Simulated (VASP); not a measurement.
# In3As in VASP: further runs, part 2 of 2

VASP 6.6.1. The steps go on from the part before.

### 4 Single point, LDA

File INCAR:

```
  ALGO = Normal
  EDIFF = 1E-6
  ENCUT = 520
  GGA = CA
  ISIF = 2
  ISMEAR = -1
  LASPH = T
  LCHARG = T
  LELF = T
  LREAL = F
  LVHAR = T
  LWAVE = F
  NBANDS = 30
  NELM = 60
  PREC = Accurate
  SIGMA = 0.05
```

File KPOINTS:

```
k-points
0
Gamma
  6 6 6
```

File POSCAR:

```
In3As
1.0
    4.6716810000      0.0000000000      0.0000000000
    0.0000000000      4.6716810000      0.0000000000
    0.0000000000      0.0000000000      4.6716810000
In As
3 1
Direct
    0.5000000000      0.5000000000      0.0000000000
    0.5000000000      0.0000000000      0.5000000000
    0.0000000000      0.5000000000      0.5000000000
    0.0000000000      0.0000000000      0.0000000000
```

Potentials or basis: VASP PAW LDA potentials, release 64 (In_d, As).

The run is started by

```bash
$ cat potpaw_LDA.64/In_d/POTCAR potpaw_LDA.64/As/POTCAR > POTCAR
$ mpirun -np 1 vasp_std > vasp.out
```

OUTCAR:

```text
EDIFF = 1E-6
   ENCUT = 520
   GGA = CA
   ISIF = 2
   ISMEAR = -1
   LASPH = T
   LREAL = F
   NELM = 60
   PREC = Accurate

 ion  position               nearest neighbor table
   1  0.500  0.500  0.000-   2 3.30   3 3.30   4 3.30   2 3.30   3 3.30   2 3.30   4 3.30   2 3.30
                             3 3.30   4 3.30   3 3.30   4 3.30
   2  0.500  0.000  0.500-   1 3.30   3 3.30   4 3.30   1 3.30   4 3.30   1 3.30   3 3.30   1 3.30
                             3 3.30   4 3.30   4 3.30   3 3.30
[... 858 lines left out ...]
  --------------------------------------------------------------------------------------
  -------------------------------------------------------------------------------------
  Total       -2.4541893     -2.4541893     -2.4541893      0.0000000      0.0000000     -0.0000000
  in kB      -38.5655115    -38.5655115    -38.5655115      0.0000000      0.0000000     -0.0000000
  external PRESSURE =     -38.5655115 kB  Pullay stress =       0.0000000 kB

 VOLUME and BASIS-vectors are now :
 -----------------------------------------------------------------------------
  energy-cutoff  :      520.00
  volume of cell :      101.96
      direct lattice vectors                 reciprocal lattice vectors
     4.671681000  0.000000000  0.000000000     0.214055711  0.000000000  0.000000000
     0.000000000  4.671681000  0.000000000     0.000000000  0.214055711  0.000000000
     0.000000000  0.000000000  4.671681000     0.000000000  0.000000000  0.214055711

 POSITION                                       TOTAL-FORCE (eV/Angst)
 -----------------------------------------------------------------------------------
      2.33584      2.33584      0.00000         0.000000      0.000000      0.000000
      2.33584      0.00000      2.33584         0.000000      0.000000      0.000000
      0.00000      2.33584      2.33584         0.000000      0.000000      0.000000
      0.00000      0.00000      0.00000         0.000000      0.000000      0.000000
 -----------------------------------------------------------------------------------
    total drift:                                0.000000      0.000000      0.000000

  FREE ENERGIE OF THE ION-ELECTRON SYSTEM (eV)
  ---------------------------------------------------
  free  energy   TOTEN  =       -14.6073595304 eV

  energy  without entropy=      -14.5927576169  energy(sigma->0) =      -14.60005857
```

Wall time 34 s (1 thread of Intel Xeon Platinum 8375C at 2.90GHz (Ice Lake), shared host); peak memory 0.2 GiB.

What came out:

* Free energy: -14.6074 eV
* Pressure: -3.9 GPa
* Band gap on the k mesh: zero (band 22 reaches 6.82 eV, above the bottom of band 23 at 3.04 eV)

Caveat: spin-orbit coupling is left out, which moves the levels of the heavy elements.

### 5 Single point, PBE

File INCAR:

```
SYSTEM = In3As
ALGO = Normal ; EDIFF = 1E-6
ENCUT = 520 ; GGA = PE
ISIF = 2 ; ISMEAR = -1
LASPH = .True. ; LCHARG = .False.
LREAL = .False. ; LWAVE = .False.
NBANDS = 30 ; NELM = 100
PREC = Accurate ; SIGMA = 0.05
```

File KPOINTS:

```
k-points
0
Gamma
  6 6 6
  0 0 0
```

POSCAR is that of step 4.

Potentials or basis: VASP PAW PBE potentials, release 64 (In_d, As).

The run is started by

```bash
$ cat potpaw_PBE.64/In_d/POTCAR potpaw_PBE.64/As/POTCAR > POTCAR
$ mpirun -np 1 vasp_std > vasp.out
```

Run time: 36 s. Hardware: 1 thread of Intel Xeon Platinum 8375C at 2.90GHz (Ice Lake), shared host; peak memory 0.22 GiB.

It converged, with:

| Property | Result |
| --- | --- |
| Free energy | -12.0537 eV |
| Pressure | 0.6 GPa |
| Band gap on the k mesh | zero (band 22 reaches 7.11 eV, above the bottom of band 23 at 3.27 eV) |

Levels at points of the mesh, in eV from the Fermi level:
```csv
k point,band 20,band 21,band 22,band 23,band 24,band 25
"(0.00, 0.00, 0.00)",-2.83,-1.86,-1.86,2.11,2.11,2.11
"(0.50, 0.00, 0.00)",-1.55,-1.17,-0.01,-0.01,0.04,1.51
"(0.50, 0.50, 0.00)",-0.73,-0.34,0.47,0.47,1.78,1.98
"(0.50, 0.50, 0.50)",-3.91,-3.91,-3.91,-3.34,4.73,4.73
```

Caveat: spin-orbit coupling is left out, which moves the levels of the heavy elements.

### 6 Single point, PBE

This run uses another cell than the first one, of 18.63 Å³/atom, 0.731 times its volume.

File INCAR:

```
PREC = Accurate
ENCUT = 520
EDIFF = 1E-6
ISMEAR = -1
SIGMA = 0.05
LREAL = False
LASPH = True
NELM = 80
ALGO = Normal
ISIF = 2
LWAVE = False
LCHARG = False
GGA = PE
NBANDS = 30
```

File KPOINTS:

```
regular mesh
0
Gamma
  6 6 6
```

File POSCAR:

```
In3As
1.0
    4.2079440469      0.0000000000      0.0000000000
    0.0000000000      4.2079440469      0.0000000000
    0.0000000000      0.0000000000      4.2079440469
In As
3 1
Direct
    0.5000000000      0.5000000000      0.0000000000
    0.5000000000      0.0000000000      0.5000000000
    0.0000000000      0.5000000000      0.5000000000
    0.0000000000      0.0000000000      0.0000000000
```

Potentials or basis: VASP PAW PBE potentials, release 64 (In_d, As).

The run is started by

```bash
$ cat potpaw_PBE.64/In_d/POTCAR potpaw_PBE.64/As/POTCAR > POTCAR
$ mpirun -np 1 vasp_std > vasp.out
```

Wall time 62 s (1 thread of AMD EPYC 7R43 (Zen 3), shared host); peak memory 0.16 GiB.

Results (log left out):

* Free energy: -10.1101 eV
* Pressure: 30.1 GPa
* Band gap on the k mesh: zero (band 22 reaches 11.88 eV, above the bottom of band 23 at 6.20 eV)

Levels at points of the mesh, in eV from the Fermi level:
| k point | band 18 | band 19 | band 20 | band 21 | band 22 | band 23 | band 24 | band 25 | band 26 | band 27 |
| --- | --- | --- | --- | --- | --- | --- | --- | --- | --- | --- |
| (0.00, 0.00, 0.00) | -4.59 | -4.59 | -4.59 | -1.71 | -1.71 | 2.13 | 2.13 | 2.13 | 5.06 | 5.06 |
| (0.50, 0.00, 0.00) | -4.49 | -2.69 | -2.69 | -0.88 | -0.88 | -0.41 | -0.33 | 0.68 | 5.67 | 5.67 |
| (0.50, 0.50, 0.00) | -7.77 | -7.61 | -1.45 | -0.83 | 0.90 | 0.90 | 1.57 | 1.57 | 2.23 | 2.24 |
| (0.50, 0.50, 0.50) | -6.12 | -6.12 | -5.20 | -4.78 | -4.78 | -4.78 | 6.04 | 6.04 | 6.04 | 10.95 |

Caveat: spin-orbit coupling is left out, which moves the levels of the heavy elements.

### 7 The runs side by side

```csv
level,potentials or basis,cell,gap on the mesh (eV),pressure (GPa)
PBEsol+D3(BJ),"VASP PAW PBE potentials, release 64 (In_d, As)","a = 4.672 Å, 4 atoms",none,-4.7
PBEsol,"VASP PAW PBE potentials, release 64 (In_d, As)","a = 4.672 Å, 4 atoms",none,-2.3
LDA,"VASP PAW LDA potentials, release 64 (In_d, As)","a = 4.672 Å, 4 atoms",none,-3.9
PBE,"VASP PAW PBE potentials, release 64 (In_d, As)","a = 4.672 Å, 4 atoms",none,0.6
PBE,"VASP PAW PBE potentials, release 64 (In_d, As)","a = 4.208 Å, 4 atoms",none,30.1
```

Some of these runs hold the atoms at other places in the same cell, which the table doesn't show; runs alike in all that it shows share one row.

Alike in all rows: task single point; no spin polarisation; k mesh 6 × 6 × 6; cutoff (eV) 520; smearing fermi-dirac 0.05 eV.

Caveats: spin-orbit coupling is left out, which moves the levels of the heavy elements; the PAW data sets were made with another functional, which shifts forces and pressure a little (some runs); three body term missing (some runs); pairwise dispersion overbinds metals, which lowers pressure and volume (some runs).

Total energies depend on the potentials used, so only differences within one code and one set of settings carry meaning.
